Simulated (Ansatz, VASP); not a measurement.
**PF2: VASP beside Ansatz**

The input INCAR:

```
PREC = Accurate ; ENCUT = 520
EDIFF = 1E-7 ; ISMEAR = 0
SIGMA = 0.1 ; LREAL = False
LASPH = True ; NELM = 150
ALGO = Normal ; ISIF = 2
LWAVE = False ; LCHARG = True
ISPIN = 2 ; MAGMOM = 0 1 1
LORBIT = 11 ; GGA = PE
IVDW = 12 ; LELF = True
LVHAR = True ; NBANDS = 20
```

File KPOINTS:

```
Automatic mesh
0
Gamma
  6 6 8
```

File POSCAR:

```
PF2
1.0
    4.9850734600      0.0000000000      0.0000000000
   -2.4925367300      4.3172002600      0.0000000000
    0.0000000000      0.0000000000      2.3123005600
P F
1 2
Direct
    0.0000000000      0.0000000000      0.5000000000
    0.3333333300      0.6666666700      0.5000000000
    0.6666666700      0.3333333300      0.5000000000
```

Input for Ansatz:

```yaml
crystal:
  lattice:
    - [4.98507346, 0.0, 0.0]
    - [-2.49253673, 4.31720026, 0.0]
    - [0.0, 0.0, 2.31230056]
  atoms:
    - { symbol: P, position: [0.0, 0.0, 0.5] }
    - { symbol: F, position: [0.33333333, 0.66666667, 0.5], spin: 1.0 }
    - { symbol: F, position: [0.66666667, 0.33333333, 0.5], spin: 1.0 }
basis:
  ecutwfc: 420
kpoints:
  mp_grid: { grid: [6, 6, 8] }
hamiltonian:
  xc: pbe
  dispersion: d3bj
scf:
  occupations: { method: gaussian, width: 0.1 }
  lower_state_search: "off"
output:
  forces: true
  stress: true
  eigenvalues: true
  populations: true
magnetization:
  spin_polarized: true
```

Alike in both runs: task single point; functional PBE; dispersion D3(BJ); k mesh 6 × 6 × 8; occupations gaussian, width 0.1 eV; collinear spin.

|  | VASP | Ansatz |
| --- | --- | --- |
| version | VASP 6.6.1 | Ansatz 0.2.0 |
| potentials or method | VASP PAW PBE potentials, release 64 (P, F), cutoff 520 eV | scalar-relativistic, plane waves, PAW |
| valence electrons in the cell | 19 | 19 |

Ansatz gave:

| Quantity | Value |
| --- | --- |
| gap on the k mesh at the Fermi level (eV) | none |
| pressure (GPa) | -11.4 |
| traceless stress, the component that is largest in VASP (GPa) | 7.99 |
| net moment per atom (μB) | 0.33 |
| size of the moment on the site where the two differ most (μB) | 0.44 |

Estimate VASP's values.

gap on the k mesh at the Fermi level (eV): none; pressure (GPa): -12.5; traceless stress, the component that is largest in VASP (GPa): 10.86; net moment per atom (μB): 0.09; size of the moment on the site where the two differ most (μB): 0.10.

The net moments are unlike, so the other rows may belong to different states. Site moments also hang on the region over which each program counts them. A gap of «none» marks a metal or a gap that the smearing closes.
